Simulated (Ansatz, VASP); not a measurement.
Two plane-wave programs on CaSe

POSCAR

```
CaSe
1.0
    0.0000000000      3.2795613687      3.2795613687
    3.2543087461      0.0000000000      3.2795613687
    3.2543087461      3.2795613687      0.0000000000
Ca Se
1 1
Direct
    0.0000000000      0.0000000000      0.0000000000
    0.2500000000      0.2500000000      0.2500000000
```

The input INCAR.step1:

```
  PREC = Accurate
  ENCUT = 520
  ISMEAR = 0
  SIGMA = 0.01
  LREAL = F
  LASPH = T
  NELM = 100
  NBANDS = 15
  GGA = PE
  ALGO = Normal
  EDIFF = 1E-4
  LWAVE = T
  LCHARG = F
```

The input INCAR.step2:

```
  PREC = Accurate
  ENCUT = 520
  EDIFF = 1E-6
  ISMEAR = 0
  SIGMA = 0.01
  LREAL = F
  LASPH = T
  NELM = 100
  ALGO = Normal
  ISIF = 2
  LWAVE = F
  LCHARG = F
  METAGGA = R2SCAN
  LMIXTAU = T
  NBANDS = 15
  ISTART = 1
```

File KPOINTS:

```
regular mesh
0
Gamma
  6 6 6
```

Input for Ansatz:

```yaml
crystal:
  lattice:
    - [0.0, 3.2795613687, 3.2795613687]
    - [3.2543087461, 0.0, 3.2795613687]
    - [3.2543087461, 3.2795613687, 0.0]
  atoms:
    - { symbol: Ca, position: [0.0, 0.0, 0.0] }
    - { symbol: Se, position: [0.25, 0.25, 0.25] }
kpoints:
  mp_grid: { grid: [6, 6, 6] }
  band_path:
    path:
      - [0.0, 0.0, 0.0]
      - [-0.5, -0.5, 0.0]
      - [-0.375, -0.375, 0.25]
      - [-0.375, 0.0, 0.375]
      - [0.0, 0.0, 0.5]
      - [-0.5, -0.25, 0.25]
      - [-0.2625, 0.0, 0.2625]
    npoints: 1
hamiltonian:
  xc: r2scan
scf:
  occupations: { method: fixed }
  n_extra_bands: 4
output:
  forces: true
  stress: true
  eigenvalues: true
  write_density: true
  write_potential: true
  elf: true
  volumetric_format: npy
```

Change from the starting cell: uniaxial_x strain -0.8%.

Alike in both runs: task single point; functional r2SCAN; k mesh 6 × 6 × 6; no spin polarisation.

```csv
,VASP,Ansatz
version,VASP 6.6.1,Ansatz 0.2.0
potentials or method,"VASP PAW PBE potentials, release 64 (Ca_sv, Se)","plane waves, PAW"
plane-wave cutoff (eV),520,500
occupations,"gaussian, width 0.01 eV",fixed
valence electrons in the cell,16,26
```

|  | VASP | Ansatz | Ansatz less VASP |
| --- | --- | --- | --- |
| gap on the k mesh at the Fermi level (eV) | 3.71 | 3.72 | +0.012 |
| pressure (GPa) | 0.5 | 0.3 | -0.19 |

VASP's potentials were made for PBE, not for r2SCAN. VASP's potentials hold 16 valence electrons a cell and Ansatz's 26, so a difference there can come from the potentials and not from the codes.
